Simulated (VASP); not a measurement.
A run of VASP 6.6.1:

The input INCAR:

```
ALGO = Normal ; EDIFF = 1E-6
ENCUT = 600 ; GGA = PS
GGA_COMPAT = F ; ISIF = 2
ISMEAR = 0 ; ISPIN = 2
IVDW = 12 ; LASPH = T
LCHARG = F ; LMAXMIX = 4
LORBIT = 11 ; LREAL = F
LWAVE = F ; MAGMOM = 0.05 0.05 -0.05 0 0 0
NBANDS = 37 ; NELM = 200
PREC = Accurate ; SIGMA = 0.05
```

KPOINTS

```
k-points
0
Gamma
  6 6 8
```

Contents of POSCAR:

```
TaN
1.0
    5.1479862073      0.0000000000      0.0000000000
   -2.5739931036      4.4582868338      0.0000000000
    0.0000000000      0.0000000000      2.8751818951
Ta N
3 3
Direct
    0.3333333333      0.6666666667      0.5000000000
    0.6666666667      0.3333333333      0.5000000000
    0.0000000000      0.0000000000      0.0000000000
    0.3939232678      0.0000000000      0.0000000000
    0.6060767322      0.6060767322      0.0000000000
    0.0000000000      0.3939232678      0.0000000000
```

Potentials or basis: VASP PAW PBE potentials, release 64 (Ta_pv, N).

Launch:

```console
$ cat potpaw_PBE.64/Ta_pv/POTCAR potpaw_PBE.64/N/POTCAR > POTCAR
$ mpirun -np 1 vasp_std > vasp.out
```

Hardware: 1 thread of Intel Xeon 8259CL, on a shared host.

Question: Estimate the wall time of this run.

Answer: It took 4.4 min on 1 thread of Intel Xeon 8259CL, with other jobs on the host, peak memory 0.33 GiB. Counts: scf iterations 14, k points 35.
